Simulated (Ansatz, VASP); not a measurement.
# BiTe: VASP beside Ansatz

INCAR

```
SYSTEM = BiTe
  ALGO = Normal
  EDIFF = 1E-7
  ENCUT = 520
  GGA = PS
  ISIF = 2
  ISMEAR = 0
  LASPH = .TRUE.
  LCHARG = .FALSE.
  LREAL = .FALSE.
  LWAVE = .FALSE.
  NBANDS = 18
  NELM = 100
  PREC = Accurate
  SIGMA = 0.15
```

KPOINTS

```
k-points
0
G
  14 14 14
  0 0 0
```

The input POSCAR:

```
BiTe
1.0
    0.0000000000      3.3320500000      3.1864750000
    3.3320500000      0.0000000000      3.1864750000
    3.3320500000      3.3320500000      0.0000000000
Bi Te
1 1
Direct
    0.0000000000      0.0000000000      0.0000000000
    0.5000000000      0.5000000000      0.5000000000
```

Input for Ansatz:

```yaml
crystal:
  lattice:
    - [0.0, 3.33205, 3.186475]
    - [3.33205, 0.0, 3.186475]
    - [3.33205, 3.33205, 0.0]
  atoms:
    - { symbol: Bi, position: [0.0, 0.0, 0.0] }
    - { symbol: Te, position: [0.5, 0.5, 0.5] }
basis:
  ecutwfc: 420
kpoints:
  mp_grid: { grid: [14, 14, 14] }
hamiltonian:
  xc: pbesol
scf:
  occupations: { method: gaussian, width: 0.15 }
output:
  forces: true
  stress: true
  eigenvalues: true
```

Change from the starting cell: strain +0.030 along x and y, -0.015 along z, atoms carried along.

Alike in both runs: task single point; functional PBEsol; k mesh 14 × 14 × 14; occupations gaussian, width 0.15 eV; no spin polarisation.

```csv
,VASP,Ansatz
version,VASP 6.6.1,Ansatz 0.2.0
potentials or method,"VASP PAW PBE potentials, release 64 (Bi_d, Te), cutoff 520 eV","scalar-relativistic, plane waves, PAW"
valence electrons in the cell,21,31
```

```tsv
	VASP	Ansatz	Ansatz less VASP
gap on the k mesh at the Fermi level (eV)	none	none	-
pressure (GPa)	-3.4	-3.4	+0.03
traceless stress, the component that is largest in VASP (GPa)	2.11	2.10	-0.003
```

VASP's potentials were made for PBE, not for PBEsol. A gap of «none» marks a metal or a gap that the smearing closes. With one functional, cell and mesh, what is left measures potentials, basis and numerics. VASP's potentials hold 21 valence electrons a cell and Ansatz's 31, so a difference there can come from the potentials and not from the codes.

Neither program's run includes spin-orbit coupling.
